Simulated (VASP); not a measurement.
# Co (Fm-3m) in VASP: notebook, part 2 of 2

VASP 6.6.1. The steps go on from the part before.

## 3. Single point, PBE, collinear spin, antiferromagnetic start

Input file INCAR:

```
ALGO     = Normal         # electronic algorithm
EDIFF    = 1E-7           # SCF threshold, eV
ENCUT    = 520            # plane-wave cutoff, eV
GGA      = PE             # functional
ISIF     = 2              # what is computed and relaxed
ISMEAR   = -1             # smearing method
ISPIN    = 2              # spin polarisation
ISYM     = 0            
LASPH    = T              # aspherical terms in the spheres
LCHARG   = T              # write CHGCAR
LELF     = T              # ELF
LMAXMIX  = 4              # l up to which the mixer works
LORBIT   = 11             # projections on sites
LREAL    = F              # projectors in reciprocal space
LVHAR    = T            
LWAVE    = F              # write WAVECAR
MAGMOM   = 3 -3           # initial moments
NBANDS   = 20             # bands
NELM     = 150            # most SCF steps
PREC     = Accurate       # precision mode
SIGMA    = 0.05           # smearing width, eV
```

Input file KPOINTS:

```
k-points
0
Gamma
  14 8 11
```

Input file POSCAR:

```
Co
1.0
    0.0000000000     -1.7795000000     -1.7795000000
   -3.5590000000     -1.7795000000     -1.7795000000
    0.0000000000      1.7795000000     -1.7795000000
Co
2
Direct
    0.0000000000      0.0000000000      0.0000000000
    0.0000000000      0.5000000000      0.5000000000
```

Potentials or basis: VASP PAW PBE potentials, release 64 (Co).

Command:

```bash
$ cat potpaw_PBE.64/Co/POTCAR > POTCAR
$ mpirun -np 1 vasp_std > vasp.out
```

OUTCAR:

```text
EDIFF = 1E-7
   ENCUT = 520
   GGA = PE
   ISIF = 2
   ISMEAR = -1
   ISPIN = 2
   ISYM = 0
   LASPH = T
   LORBIT = 11
   LREAL = F
   NELM = 150
   PREC = Accurate

 ion  position               nearest neighbor table
   1  0.000  0.000  0.000-   2 2.52   2 2.52   2 2.52   2 2.52   2 2.52   2 2.52   2 2.52   2 2.52

   2  0.000  0.500  0.500-   1 2.52   1 2.52   1 2.52   1 2.52   1 2.52   1 2.52   1 2.52   1 2.52

IMPORTANT INFORMATION: All symmetrisations will be switched off!
NOSYMM: (Re-)initialisation of all symmetry stuff for point group C_1.

----------------------------------------------------------------------------------------

                                     Primitive cell

  volume of cell :      22.5400

  direct lattice vectors                    reciprocal lattice vectors
     0.000000000 -1.779500000 -1.779500000     0.280977803 -0.280977803 -0.280977803
[... 716 lines left out ...]
     20      34.5937      0.00000

 [... further k-points ...]

 spin component 2

 k-point     1 :       0.0000    0.0000    0.0000
  band No.  band energies     occupation
      1       1.0261      1.00000
      2       5.2923      1.00000
      3       5.8948      1.00000
      4       7.8529      1.00000
      5       7.8531      1.00000
      6       7.8544      1.00000
[... 541 lines left out ...]
     19      34.0397      0.00000
     20      34.5937      0.00000

 [... further k-points ...]
[... 5 lines left out ...]
  --------------------------------------------------------------------------------------
  -------------------------------------------------------------------------------------
  Total       -2.6538644     -2.6006401     -2.6006405      0.0009512     -0.0095151      0.0009514
  in kB     -188.6406769   -184.8574140   -184.8574409      0.0676131     -0.6763489      0.0676256
  external PRESSURE =    -186.1185106 kB  Pullay stress =       0.0000000 kB

 VOLUME and BASIS-vectors are now :
 -----------------------------------------------------------------------------
  energy-cutoff  :      520.00
  volume of cell :       22.54
      direct lattice vectors                 reciprocal lattice vectors
     0.000000000 -1.779500000 -1.779500000     0.280977803 -0.280977803 -0.280977803
    -3.559000000 -1.779500000 -1.779500000    -0.280977803  0.000000000  0.000000000
     0.000000000  1.779500000 -1.779500000     0.000000000  0.280977803 -0.280977803

 POSITION                                       TOTAL-FORCE (eV/Angst)
 -----------------------------------------------------------------------------------
      0.00000      0.00000      0.00000         0.000000      0.000000     -0.000000
     -1.77950      0.00000     -1.77950        -0.000000     -0.000000      0.000000
 -----------------------------------------------------------------------------------
    total drift:                                0.000000     -0.000000      0.000000

  FREE ENERGIE OF THE ION-ELECTRON SYSTEM (eV)
  ---------------------------------------------------
  free  energy   TOTEN  =       -13.5691534592 eV

  energy  without entropy=      -13.5261064272  energy(sigma->0) =      -13.54762994

 total charge

# of ion       s       p       d       tot
------------------------------------------
    1        0.467   0.480   7.255   8.201
    2        0.467   0.480   7.255   8.201
--------------------------------------------------
tot          0.933   0.960  14.509  16.402

 magnetization (x)

# of ion       s       p       d       tot
------------------------------------------
    1       -0.000  -0.000  -0.000  -0.000
    2        0.000   0.000   0.000   0.000
--------------------------------------------------
tot          0.000   0.000  -0.000  -0.000
```

stdout:

```text
POSCAR found type information on POSCAR Co
 POSCAR found :  1 types and       2 ions
 scaLAPACK will be used
 LDA part: xc-table for (Slater+PW92), standard interpolation
 -----------------------------------------------------------------------------
|                                                                             |
|           W    W    AA    RRRRR   N    N  II  N    N   GGGG   !!!           |
|           W    W   A  A   R    R  NN   N  II  NN   N  G    G  !!!           |
|           W    W  A    A  R    R  N N  N  II  N N  N  G       !!!           |
|           W WW W  AAAAAA  RRRRR   N  N N  II  N  N N  G  GGG   !            |
|           WW  WW  A    A  R   R   N   NN  II  N   NN  G    G                |
|           W    W  A    A  R    R  N    N  II  N    N   GGGG   !!!           |
|                                                                             |
|     Your reciprocal lattice and k-lattice belong to different lattice       |
|     classes:                                                                |
|                                                                             |
|        The reciprocal lattice is simple tetragonal,                         |
|        whereas your k-lattice is simple monoclinic.                         |
|                                                                             |
|     Results are often still useful ...                                      |
|                                                                             |
 -----------------------------------------------------------------------------

 POSCAR, INCAR and KPOINTS ok, starting setup
 FFT: planning ... GRIDC
 FFT: planning ... GRID_SOFT
 FFT: planning ... GRID
 WAVECAR not read
 entering main loop
```

Wall time 9.9 min (1 thread of Intel Xeon 6975P-C (Granite Rapids), shared host); peak memory 0.47 GiB.

Results:

| Quantity | Value |
| --- | --- |
| Free energy | -13.5692 eV |
| Pressure | -18.6 GPa |
| Band gap on the k mesh | zero (filled and empty bands overlap) |
| Net moment | 0.00 μB per cell |
| Valence electrons inside the program's atomic spheres | Co 8.20 |

Levels at points of the mesh, in eV from the Fermi level:
Spin up:
```
           k point  band 6  band 7  band 8  band 9  band 10  band 11  band 12  band 13
(0.00, 0.00, 0.00)   -1.68   -0.50   -0.50    0.28     0.49     0.49     2.72     9.86
(0.50, 0.00, 0.00)   -1.73   -0.01   -0.01    0.29     0.29     0.29     0.29     6.50
(0.00, 0.50, 0.00)   -1.20   -0.77   -0.77   -0.77    -0.77    -0.12    -0.12    19.32
(0.50, 0.50, 0.00)   -2.16   -0.99   -0.99   -0.53    -0.53     1.80     1.80    11.91
```
Spin down:
```csv
k point,band 6,band 7,band 8,band 9,band 10,band 11,band 12,band 13
"(0.00, 0.00, 0.00)",-1.68,-0.50,-0.50,0.28,0.49,0.49,2.72,9.86
"(0.50, 0.00, 0.00)",-1.73,-0.01,-0.01,0.29,0.29,0.29,0.29,6.50
"(0.00, 0.50, 0.00)",-1.20,-0.77,-0.77,-0.77,-0.77,-0.12,-0.12,19.32
"(0.50, 0.50, 0.00)",-2.16,-0.99,-0.99,-0.53,-0.53,1.80,1.80,11.91
```

Caveat: the cell stands under tension; the moments typed at the start vanished in this run.

## 4. Single point, PBE, collinear spin, antiferromagnetic start

Input file INCAR:

```
PREC = Accurate
ENCUT = 520
EDIFF = 1E-6
ISMEAR = -1
SIGMA = 0.05
LREAL = F
LASPH = T
NELM = 150
ALGO = Normal
ISIF = 2
LWAVE = F
LCHARG = F
ISPIN = 2
MAGMOM = 4.2 -4.2
LORBIT = 11
LMAXMIX = 4
GGA = PE
NBANDS = 20
ISYM = 0
```

Input file KPOINTS:

```
Automatic mesh
0
Gamma
  14 8 11
```

POSCAR is that of step 3.

Command:

```bash
$ cat potpaw_PBE.64/Co/POTCAR > POTCAR
$ mpirun -np 1 vasp_std > vasp.out
```

It took 27 min on 1 thread of Intel Xeon 8259CL, shared host; peak memory 0.47 GiB.

Results (log left out):

* Free energy: -13.5692 eV
* Pressure: -18.8 GPa
* Band gap on the k mesh: zero (filled and empty bands overlap)
* Net moment: 0.00 μB per cell
* Valence electrons inside the program's atomic spheres: Co 8.20

Stress tensor (GPa, compression positive):
```
-19.00   0.01   0.01
  0.01 -18.63  -0.07
  0.01  -0.07 -18.63
```

Levels at points of the mesh, in eV from the Fermi level:
Spin up:
```
           k point  band 6  band 7  band 8  band 9  band 10  band 11  band 12  band 13
(0.00, 0.00, 0.00)   -1.68   -0.50   -0.50    0.28     0.49     0.49     2.72     9.86
(0.50, 0.00, 0.00)   -1.73   -0.01   -0.01    0.29     0.29     0.29     0.29     6.50
(0.00, 0.50, 0.00)   -1.20   -0.77   -0.77   -0.76    -0.76    -0.12    -0.12    19.32
(0.50, 0.50, 0.00)   -2.16   -1.00   -0.99   -0.53    -0.53     1.80     1.80    11.91
```
Spin down:
| k point | band 7 | band 8 | band 9 | band 10 | band 11 | band 12 |
| --- | --- | --- | --- | --- | --- | --- |
| (0.00, 0.00, 0.00) | -0.50 | -0.50 | 0.28 | 0.49 | 0.49 | 2.72 |
| (0.50, 0.00, 0.00) | -0.01 | -0.01 | 0.29 | 0.29 | 0.29 | 0.29 |
| (0.00, 0.50, 0.00) | -0.77 | -0.77 | -0.76 | -0.76 | -0.12 | -0.12 |
| (0.50, 0.50, 0.00) | -1.00 | -0.99 | -0.53 | -0.53 | 1.80 | 1.80 |

Caveat: the cell stands under tension; the moments typed at the start vanished in this run.
